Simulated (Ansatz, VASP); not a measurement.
One calculation of Ba, two programs

INCAR

```
SYSTEM = Ba
  PREC = Accurate
  ENCUT = 520
  EDIFF = 1E-6
  ISMEAR = -1
  SIGMA = 0.05
  LREAL = .FALSE.
  LASPH = .TRUE.
  NELM = 80
  ALGO = Normal
  ISIF = 2
  LWAVE = .FALSE.
  LCHARG = .FALSE.
  GGA = PE
  NBANDS = 11
```

File KPOINTS:

```
Automatic mesh
0
G
  8 8 8
  0 0 0
```

Contents of POSCAR:

```
Ba
1.0
   -2.5065000000      2.5065000000      2.4563700000
    2.5065000000     -2.5065000000      2.4563700000
    2.5065000000      2.5065000000     -2.4563700000
Ba
1
Direct
    0.0000000000      0.0000000000      0.0000000000
```

input.yaml

```yaml
crystal:
  lattice:
    - [-2.5065, 2.5065, 2.45637]
    - [2.5065, -2.5065, 2.45637]
    - [2.5065, 2.5065, -2.45637]
  atoms:
    - { symbol: Ba, position: [0.0, 0.0, 0.0] }
kpoints:
  mp_grid: { grid: [8, 8, 8] }
scf:
  occupations: { method: fermi_dirac, width: 0.05 }
hamiltonian:
  xc: pbe
  pseudopotentials: { kind: all_electron, lapw: { basis_error: 0.001 } }
output:
  forces: true
  stress: true
  eigenvalues: true
```

Change from the starting cell: strain = -0.02.

Alike in both runs: task single point; functional PBE; k mesh 8 × 8 × 8; occupations fermi-dirac, width 0.05 eV; no spin polarisation.

|  | VASP | Ansatz |
| --- | --- | --- |
| version | VASP 6.6.1 | Ansatz 0.2.0 |
| potentials or method | VASP PAW PBE potentials, release 64 (Ba_sv), cutoff 520 eV | all-electron LAPW, scalar-relativistic |

```tsv
	VASP	Ansatz	Ansatz less VASP
gap on the k mesh at the Fermi level (eV)	none	none	-
pressure (GPa)	0.2	0.2	-0.05
traceless stress, the component that is largest in VASP (GPa)	0.08	0.08	-0.001
```

A gap of «none» marks a metal or a gap that the smearing closes. Ansatz ran all-electron here, and VASP with PAW potentials.

Neither program's run includes spin-orbit coupling.
